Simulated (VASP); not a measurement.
# Au in VASP: notebook

Au is run at these levels: LDA; tasks: electric field gradients.

Everything below comes from runs of VASP 6.6.1. Logs are shortened: lines on timing, memory, paths and dates and some standing lists are left out, and cuts for length are marked.

### 1 The cell of the first run

The structure is cubic, space group Fm-3m (No. 225). Conventional cell: a = 4.253 Å, b = 4.253 Å, c = 4.253 Å, α = 90.00°, β = 90.00°, γ = 90.00°. Within 4.0 Å of Au (site symmetry m-3m) lie 12 Au at 3.01 Å.

### 2 Electric field gradients, LDA (volume scaled by 1.06)

INCAR reads:

```
  PREC = Accurate
  ENCUT = 520
  EDIFF = 1E-8
  ISMEAR = -1
  SIGMA = 0.03
  LREAL = F
  LASPH = T
  NELM = 80
  ALGO = Normal
  ISIF = 2
  LWAVE = F
  LCHARG = F
  GGA = CA
  LEFG = T
  NBANDS = 12
```

KPOINTS reads:

```
Automatic mesh
0
Gamma
  15 15 15
```

POSCAR reads:

```
Au
1.0
    0.0000000000      2.1265496363      2.1265496363
    2.1265496363      0.0000000000      2.1265496363
    2.1265496363      2.1265496363      0.0000000000
Au
1
Direct
    0.0000000000      0.0000000000      0.0000000000
```

Potentials or basis: VASP PAW LDA potentials, release 64 (Au).

Launch:

```bash
$ cat potpaw_LDA.64/Au/POTCAR > POTCAR
$ mpirun -np 1 vasp_std > vasp.out
```

OUTCAR:

```text
PREC = Accurate
   ENCUT = 520
   EDIFF = 1E-8
   ISMEAR = -1
   LREAL = F
   LASPH = T
   NELM = 80
   ISIF = 2
   GGA = CA

 ion  position               nearest neighbor table
   1  0.000  0.000  0.000-

  LATTYP: Found a face centered cubic cell.
 ALAT       =     4.2530992726

  Lattice vectors:

 A1 = (   0.0000000000,   2.1265496363,   2.1265496363)
 A2 = (   2.1265496363,   0.0000000000,   2.1265496363)
 A3 = (   2.1265496363,   2.1265496363,   0.0000000000)

Analysis of symmetry for initial positions (statically):
=====================================================================
 Subroutine PRICEL returns:
 Original cell was already a primitive cell.

 Routine SETGRP: Setting up the symmetry group for a
 face centered cubic supercell.

 Subroutine GETGRP returns: Found 48 space group operations
 (whereof 48 operations were pure point group operations)
 out of a pool of 48 trial point group operations.

The static configuration has the point symmetry O_h .

Analysis of symmetry for dynamics (positions and initial velocities):
=====================================================================
 Subroutine PRICEL returns:
 Original cell was already a primitive cell.

 Routine SETGRP: Setting up the symmetry group for a
 face centered cubic supercell.

 Subroutine GETGRP returns: Found 48 space group operations
 (whereof 48 operations were pure point group operations)
 out of a pool of 48 trial point group operations.

The dynamic configuration has the point symmetry O_h .

 Subroutine INISYM returns: Found 48 space group operations
 (whereof 48 operations are pure point group operations),
 and found     1 'primitive' translations

----------------------------------------------------------------------------------------

                                     Primitive cell

  volume of cell :      19.2334

  direct lattice vectors                    reciprocal lattice vectors
     0.000000000  2.126549636  2.126549636    -0.235122657  0.235122657  0.235122657
     2.126549636  0.000000000  2.126549636     0.235122657 -0.235122657  0.235122657
     2.126549636  2.126549636  0.000000000     0.235122657  0.235122657 -0.235122657

  length of vectors
     3.007395337  3.007395337  3.007395337     0.407244387  0.407244387  0.407244387

  position of ions in fractional coordinates (direct lattice)
     0.000000000  0.000000000  0.000000000

  ion indices of the primitive-cell ions
   primitive index   ion index
                 1           1

----------------------------------------------------------------------------------------

 KPOINTS: Automatic mesh

Automatic generation of k-mesh.
 Grid dimensions read from file:
 generate k-points for:   15   15   15

 Generating k-lattice:

  Cartesian coordinates                     Fractional coordinates (reciprocal lattice)
    -0.015674844  0.015674844  0.015674844     0.066666667  0.000000000  0.000000000
     0.015674844 -0.015674844  0.015674844     0.000000000  0.066666667  0.000000000
     0.015674844  0.015674844 -0.015674844     0.000000000  0.000000000  0.066666667

  Length of vectors
     0.027149626  0.027149626  0.027149626

  Shift w.r.t. Gamma in fractional coordinates (k-lattice)
     0.000000000  0.000000000  0.000000000

 Subroutine IBZKPT returns following result:
 ===========================================

 Found    120 irreducible k-points:

 Following reciprocal coordinates:
            Coordinates               Weight
  0.000000  0.000000  0.000000      1.000000
  0.066667  0.000000  0.000000      8.000000
  0.133333  0.000000  0.000000      8.000000
  0.200000  0.000000  0.000000      8.000000
  0.266667  0.000000  0.000000      8.000000
  0.333333  0.000000  0.000000      8.000000
[... 16 lines left out ...]
  0.133333  0.133333  0.000000      6.000000
  0.200000  0.133333  0.000000     24.000000
 [... further k-points ...]
   k-points           NKPTS =    120   k-points in BZ     NKDIM =    120   number of bands    NBANDS=     12
   number of dos      NEDOS =    301   number of ions     NIONS =      1
   total plane-waves  NPLWV =  13824
   dimension x,y,z NGX =    24 NGY =   24 NGZ =   24
   dimension x,y,z NGXF=    48 NGYF=   48 NGZF=   48
   ions per type =               1
   NGX,Y,Z   is equivalent  to a cutoff of  13.27, 13.27, 13.27 a.u.
   NGXF,Y,Z  is equivalent  to a cutoff of  26.53, 26.53, 26.53 a.u.
 SYSTEM =  unknown system
   PREC   = accura    normal or accurate (medium, high low for compatibility)
   ISTART =      0    job   : 0-new  1-cont  2-samecut
   ICHARG =      2    charge: 1-file 2-atom 10-const
   ISPIN  =      1    spin polarized calculation?
   LNONCOLLINEAR =      F non collinear calculations
   LSORBIT =      F    spin-orbit coupling
   LASPH  =      T    aspherical Exc in radial PAW
   ENCUT  =  520.0 eV  38.22 Ry    6.18 a.u.   5.59  5.59  5.59*2*pi/ulx,y,z
   NELM   =     80;   NELMIN=  2; NELMDL= -5     # of ELM steps
   EDIFF  = 0.1E-07   stopping-criterion for ELM
   LREAL  =      F    real-space projection
   EDIFFG = 0.1E-06   stopping-criterion for IOM
   NSW    =      0    number of steps for IOM
   IBRION =     -1    ionic relax: 0-MD 1-quasi-New 2-CG
   NFREE  =      0    steps in history (QN), initial steepest desc. (CG)
   ISIF   =      2    stress and relaxation
   ISYM   =      2    0-nonsym 1-usesym 2-fastsym
   POTIM  = 0.5000    time-step for ionic-motion
   TEBEG  =    0.0;   TEEND  =   0.0 temperature during run
   PSTRESS=    0.0 pullay stress
   NELECT =      11.0000    total number of electrons
   NUPDOWN=      -1.0000    fix difference up-down
   EMIN   =  10.00;   EMAX   =-10.00  energy-range for DOS
   EFERMI =   0.00;   METHOD = LEGACY
   ISMEAR =    -1;   SIGMA  =   0.03  broadening in eV -4-tet -1-fermi 0-gaus
   EFERMI_NEDOS =   21; number of points for ismear=-14 and -15
   IALGO  =     38    algorithm
   IMIX   =      4    mixing-type and parameters
     AMIX     =   0.40;   BMIX     =  1.00
     AMIX_MAG =   1.60;   BMIX_MAG =  1.00
  volume/ion in A,a.u.               =      19.23       129.79
  Fermi-wavevector in a.u.,A,eV,Ry     =   1.358898  2.567945 25.124571  1.846604
  Thomas-Fermi vector in A             =   2.485692
   LORBIT       =      0    0 simple, 1 ext, 2 COOP (PROOUT), +10 PAW based schemes
   GGA     = CA    functional components
   LHFCALC =     F    Hartree Fock is set to
   AEXX    =    0.0000 exact exchange contribution
   IVDW    =     0    specifies the selected vdW correction
   LEPSILON=     F    determine dielectric tensor
   LRPA    =     F    only Hartree local field effects (RPA)
 non-spin polarized calculation
  energy-cutoff  :      520.00
  volume of cell :       19.23
 maximum number of plane-waves:       534
   NGX = 11   NGY = 11   NGZ = 11

 number of electron      11.0000000 magnetization

 Free energy of the ion-electron system (eV)
  ---------------------------------------------------
  ext. energy  EPLUGINS =         0.00000000
  ---------------------------------------------------
  free energy    TOTEN  =        -4.26780223 eV

  energy without entropy =       -4.26619980  energy(sigma->0) =       -4.26700101

 E-fermi :   7.4575     XC(G=0): -12.2938

 val. band max:        7.4556324609   @ k =   0.4667   0.2667   0.0000
 cond. band min:       7.4648478284   @ k =  -0.3333   0.2000   0.0000
 fundamental gap:      0.0092153675
 Fermi energy:         7.4574957181

 k-point     1 :       0.0000    0.0000    0.0000
  band No.  band energies     occupation
      1      -1.3369      2.00000
      2       3.2570      2.00000
      3       3.2570      2.00000
      4       3.2570      2.00000
      5       4.4991      2.00000
      6       4.4991      2.00000
      7      21.9559      0.00000
      8      25.2038      0.00000
      9      25.2038      0.00000
     10      25.2038      0.00000
     11      29.8780      0.00000
     12      33.2538      0.00000

 k-point     2 :       0.0667    0.0000    0.0000
  band No.  band energies     occupation
      1      -1.1978      2.00000
      2       3.2180      2.00000
      3       3.3013      2.00000
      4       3.3013      2.00000
      5       4.4809      2.00000
      6       4.4809      2.00000
      7      22.0832      0.00000
      8      24.2303      0.00000
      9      25.3318      0.00000
     10      25.3318      0.00000
     11      30.3873      0.00000
     12      32.0264      0.00000
[... 316 lines left out ...]
 k-point    24 :       0.2000    0.1333    0.0000
  band No.  band energies     occupation
      1      -0.1485      2.00000
      2       2.7978      2.00000
      3       3.6730      2.00000
      4       3.7111      2.00000
      5       4.1177      2.00000
      6       4.7285      2.00000
      7      21.5675      0.00000
      8      23.0658      0.00000
      9      23.4556      0.00000
     10      24.8150      0.00000
     11      27.1389      0.00000
     12      30.8330      0.00000

 [... further k-points ...]
[... 5 lines left out ...]
  --------------------------------------------------------------------------------------
  -------------------------------------------------------------------------------------
  Total       -2.2254895     -2.2254895     -2.2254895      0.0000000      0.0000000      0.0000000
  in kB     -185.3871266   -185.3871266   -185.3871266      0.0000000      0.0000000      0.0000000
  external PRESSURE =    -185.3871266 kB  Pullay stress =       0.0000000 kB

 VOLUME and BASIS-vectors are now :
 -----------------------------------------------------------------------------
  energy-cutoff  :      520.00
  volume of cell :       19.23
      direct lattice vectors                 reciprocal lattice vectors
     0.000000000  2.126549636  2.126549636    -0.235122657  0.235122657  0.235122657
     2.126549636  0.000000000  2.126549636     0.235122657 -0.235122657  0.235122657
     2.126549636  2.126549636  0.000000000     0.235122657  0.235122657 -0.235122657

 POSITION                                       TOTAL-FORCE (eV/Angst)
 -----------------------------------------------------------------------------------
      0.00000      0.00000      0.00000         0.000000      0.000000      0.000000
 -----------------------------------------------------------------------------------
    total drift:                                0.000000      0.000000     -0.000000

  FREE ENERGIE OF THE ION-ELECTRON SYSTEM (eV)
  ---------------------------------------------------
  free  energy   TOTEN  =        -4.2678022293 eV

  energy  without entropy=       -4.2661998003  energy(sigma->0) =       -4.26700101

 Electric field gradients (V/A^2)
---------------------------------------------------------------------
 ion       V_xx      V_yy      V_zz      V_xy      V_xz      V_yz
---------------------------------------------------------------------
   1       0.000    -0.000    -0.000    -0.000    -0.000    -0.000
---------------------------------------------------------------------

 Electric field gradients after diagonalization (V/A^2)
 (convention: |V_zz| > |V_xx| > |V_yy|)
----------------------------------------------------------------------
 ion       V_xx      V_yy      V_zz     asymmetry (V_yy - V_xx)/ V_zz
----------------------------------------------------------------------
   1       0.000     0.000    -0.000       0.000
----------------------------------------------------------------------

           NMR quadrupolar parameters

 Cq : quadrupolar parameter    Cq=e*Q*V_zz/h
 eta: asymmetry parameters     (V_yy - V_xx)/ V_zz
 Q  : nuclear electric quadrupole moment in mb (millibarn)
----------------------------------------------------------------------
 ion       Cq(MHz)       eta       Q (mb)
----------------------------------------------------------------------
   1      -0.000       0.000       1.000
----------------------------------------------------------------------
```

Wall time 6.8 s (1 thread of Intel Xeon 6975P-C (Granite Rapids), shared host); peak memory 0.15 GiB.

What came out:

```
Free energy : -4.2678 eV
Pressure    : -18.5 GPa
```

Levels at points of the mesh, in eV from the Fermi level:
```csv
k point,band 4,band 5,band 6,band 7,band 8,band 9
"(0.00, 0.00, 0.00)",-4.20,-2.96,-2.96,14.50,17.75,17.75
```

Caveat: the cell differs from its parent crystal (volume scaled by 1.06); without QUAD_EFG the Cq values of the log hold for a quadrupole moment of 1 mb, not for the nuclei; spin-orbit coupling is left out, which moves the levels of the heavy elements.

### 3 Electric field gradients, LDA

This run uses another cell than the first one, of 18.14 Å³/atom, 0.943 times its volume.

INCAR reads:

```
ALGO = Normal
EDIFF = 1E-8
ENCUT = 520
GGA = CA
ISIF = 2
ISMEAR = -1
LASPH = T
LCHARG = F
LEFG = T
LREAL = F
LWAVE = F
NBANDS = 12
NELM = 80
PREC = Accurate
SIGMA = 0.03
```

KPOINTS reads:

```
k-points
0
Gamma
  8 8 8
```

POSCAR reads:

```
Au
1.0
    0.0000000000      2.0856442657      2.0856442657
    2.0856442657      0.0000000000      2.0856442657
    2.0856442657      2.0856442657      0.0000000000
Au
1
Direct
    0.0000000000      0.0000000000      0.0000000000
```

Potentials or basis: VASP PAW LDA potentials, release 64 (Au).

Launch:

```bash
$ cat potpaw_LDA.64/Au/POTCAR > POTCAR
$ mpirun -np 1 vasp_std > vasp.out
```

OUTCAR:

```text
EDIFF = 1E-8
   ENCUT = 520
   GGA = CA
   ISIF = 2
   ISMEAR = -1
   LASPH = T
   LREAL = F
   NELM = 80
   PREC = Accurate

 ion  position               nearest neighbor table
   1  0.000  0.000  0.000-

  LATTYP: Found a face centered cubic cell.
 ALAT       =     4.1712885314

  Lattice vectors:

 A1 = (   0.0000000000,   2.0856442657,   2.0856442657)
[... 566 lines left out ...]
 -----------------------------------------------------------------------------------
    total drift:                               -0.000000      0.000000      0.000000

  FREE ENERGIE OF THE ION-ELECTRON SYSTEM (eV)
  ---------------------------------------------------
  free  energy   TOTEN  =        -4.3441474277 eV

  energy  without entropy=       -4.3417791398  energy(sigma->0) =       -4.34296328

 Electric field gradients (V/A^2)
---------------------------------------------------------------------
 ion       V_xx      V_yy      V_zz      V_xy      V_xz      V_yz
---------------------------------------------------------------------
   1       0.000    -0.000    -0.000    -0.000    -0.000    -0.000
---------------------------------------------------------------------

 Electric field gradients after diagonalization (V/A^2)
 (convention: |V_zz| > |V_xx| > |V_yy|)
----------------------------------------------------------------------
 ion       V_xx      V_yy      V_zz     asymmetry (V_yy - V_xx)/ V_zz
----------------------------------------------------------------------
   1       0.000     0.000    -0.001       0.000
----------------------------------------------------------------------

           NMR quadrupolar parameters

 Cq : quadrupolar parameter    Cq=e*Q*V_zz/h
 eta: asymmetry parameters     (V_yy - V_xx)/ V_zz
 Q  : nuclear electric quadrupole moment in mb (millibarn)
----------------------------------------------------------------------
 ion       Cq(MHz)       eta       Q (mb)
----------------------------------------------------------------------
   1      -0.000       0.000       1.000
----------------------------------------------------------------------
```

OSZICAR:

```text
N       E                     dE             d eps       ncg     rms          rms(c)
DAV:   1     0.459951483120E+02    0.45995E+02   -0.53738E+03   736   0.797E+02
DAV:   2    -0.400453763719E+01   -0.50000E+02   -0.47255E+02   816   0.182E+02
DAV:   3    -0.466353646867E+01   -0.65900E+00   -0.65865E+00   848   0.197E+01
DAV:   4    -0.466568297463E+01   -0.21465E-02   -0.21464E-02   828   0.131E+00
DAV:   5    -0.466569906671E+01   -0.16092E-04   -0.16092E-04   864   0.110E-01    0.803E+00
DAV:   6    -0.436457228868E+01    0.30113E+00   -0.90702E-01   768   0.735E+00    0.514E+00
DAV:   7    -0.434717062530E+01    0.17402E-01   -0.48255E-02   812   0.168E+00    0.267E+00
DAV:   8    -0.434414974404E+01    0.30209E-02   -0.11261E-03   792   0.336E-01    0.236E-01
DAV:   9    -0.434414714048E+01    0.26036E-05   -0.66259E-06   804   0.221E-02    0.145E-02
DAV:  10    -0.434414742962E+01   -0.28914E-06   -0.99250E-07   832   0.740E-03    0.180E-03
DAV:  11    -0.434414742770E+01    0.19172E-08   -0.35957E-08   820   0.145E-03
   1 F= -.43441474E+01 E0= -.43429633E+01  d E =-.236829E-02
```

Wall time 8 s (1 thread of AMD EPYC 7R43 (Zen 3), shared host); peak memory 0.1 GiB.

Results:

* Free energy: -4.3441 eV
* Pressure: -12.4 GPa

Caveat: without QUAD_EFG the Cq values of the log hold for a quadrupole moment of 1 mb, not for the nuclei; spin-orbit coupling is left out, which moves the levels of the heavy elements.

[end of part 1 of 2]
